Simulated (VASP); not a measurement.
## Ni2H: single point with LDA

Crystal: Ni2H.

```
Ni H
1.0
     2.50769    0.00000    0.00000
    -1.25384    2.17172    0.00000
     0.00000    0.00000    4.14401
Ni H
2 1
Direct
  0.66667 0.33333 0.76864
  0.33333 0.66667 0.28736
  0.00000 0.00000 0.02800
```

```
Program                : VASP 6.6.1
Task                   : single point
Functional             : LDA
Potentials or basis    : VASP PAW LDA potentials, release 64 (Ni, H)
Cutoff                 : 520 eV
k mesh                 : 18 × 18 × 10
Occupations            : fermi-dirac, width 0.15 eV
Spin                   : no spin polarisation
Dipole correction      : no
Further INCAR settings : ALGO = Normal; EDIFF = 1e-06; NBANDS = 18
```

```yaml
Pressure: -4.5 GPa
Largest_force: 0.011 eV/Å
Band_gap_on_the_k_mesh: zero (an odd number of electrons rules out a gap without spin polarisation)
```

Forces in eV/Å, atoms in the order of the input:
```
Ni   0.000  0.000 -0.011
Ni   0.000  0.000  0.011
H    0.000  0.000  0.000
```

Stress tensor (GPa, compression positive):
```
-4.44  0.00  0.00
 0.00 -4.44  0.00
 0.00  0.00 -4.60
```

Levels at points of the mesh, in eV from the Fermi level:
```csv
k point,band 7,band 8,band 9,band 10,band 11,band 12,band 13,band 14,band 15,band 16
"(0.00, 0.00, 0.00)",-1.79,-1.79,-1.33,-1.33,-0.45,-0.45,4.76,15.40,23.13,23.14
"(0.50, 0.00, 0.00)",-1.77,-0.26,-0.25,-0.13,0.59,2.61,7.59,7.89,9.10,12.55
"(0.00, 0.00, 0.50)",-2.06,-2.06,-0.72,-0.72,-0.68,-0.68,11.02,11.88,17.36,22.27
"(0.50, 0.00, 0.50)",-1.28,-0.87,-0.19,-0.19,0.30,0.59,5.62,5.64,13.73,15.92
```

Run time: 100 s on 1 thread of Intel(R) Xeon(R) Platinum 8488C (Sapphire Rapids) (shared host), peak memory 0.22 GiB.

Caveat: the cell stands under tension. Spin polarisation is off, so any magnetic state and its effect on volume and gap are missing.
